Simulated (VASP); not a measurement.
A run of VASP 6.6.1 is set up as follows.

Contents of POSCAR:

```
CSO
1.0
    8.6508260000      0.0000000000      0.0000000000
    0.0000000000      8.6508260000      0.0000000000
    0.0000000000      0.0000000000      8.6508260000
O C S
6 6 6
Direct
    0.4203837432      0.1736616402      0.3308479098
    0.5109313893      0.5333371792      0.3511865685
    0.5115625628      0.8532126824      0.5261191008
    1.0171822951      0.8707477305      0.0823987685
    0.5053326589      0.4073761101      0.9960630594
    0.2794166805      0.4246544277      0.6174778857
    0.3032103380      0.2229245169      0.2887107766
    0.5903770971      0.4917023868      0.4507350484
    0.3781771703      0.8518908431      0.5136072434
    0.9180952912      0.8863950456      0.1714280241
    0.4900716220      0.5393039774      0.9784074906
    0.1848665109      0.4633567906      0.7041870597
    0.1455084100      0.2884688899      0.2321319751
    0.6974578684      0.4360621281      0.5842407182
    0.1987022003      0.8502118293      0.4980394835
    0.7845469517      0.9063900195      0.2909285913
    0.4696578949      0.7163644697      0.9536943413
    0.0582676154      0.5162251328      0.8205257550
```

The input INCAR.step1:

```
SYSTEM = CSO
ALGO = Normal ; EDIFF = 1E-5
ENCUT = 1100 ; GGA = PE
GGA_COMPAT = .FALSE. ; ISMEAR = -1
LASPH = .TRUE. ; LCHARG = .FALSE.
LREAL = Auto ; LWAVE = .TRUE.
NBANDS = 63 ; NELM = 120
PREC = Accurate ; SIGMA = 0.05
```

The input INCAR.step2:

```
SYSTEM = CSO
ALGO = Normal ; EDIFF = 1E-6
ENCUT = 1100 ; GGA_COMPAT = .FALSE.
ISIF = 2 ; ISMEAR = -1
ISTART = 1 ; IVDW = 12
LASPH = .TRUE. ; LCHARG = .FALSE.
LMIXTAU = .TRUE. ; LREAL = Auto
LWAVE = .FALSE. ; METAGGA = R2SCAN
NBANDS = 63 ; NELM = 120
PREC = Accurate ; SIGMA = 0.05
VDW_A1 = 0.49484001 ; VDW_A2 = 5.73083694
VDW_S6 = 1.0 ; VDW_S8 = 0.78981345
```

KPOINTS

```
k-points
0
G
  1 1 1
  0 0 0
```

Potentials or basis: VASP PAW PBE potentials, release 64 (O_h, C_h, S).

Command:

```bash
$ cat potpaw_PBE.64/O_h/POTCAR potpaw_PBE.64/C_h/POTCAR potpaw_PBE.64/S/POTCAR > POTCAR
$ cp INCAR.step1 INCAR
$ mpirun -np 1 vasp_gam > vasp.out
$ cp INCAR.step2 INCAR
$ mpirun -np 1 vasp_gam > vasp.out
```

(1) What does it give for the largest force?

(2) Estimate the pressure.

## Answers

(1) 0.396 eV/Å.

(2) -0.5 GPa.

Caveat: the k points lie up to 0.73 Å⁻¹ apart; the PAW data sets were made with another functional, which shifts forces and pressure a little.
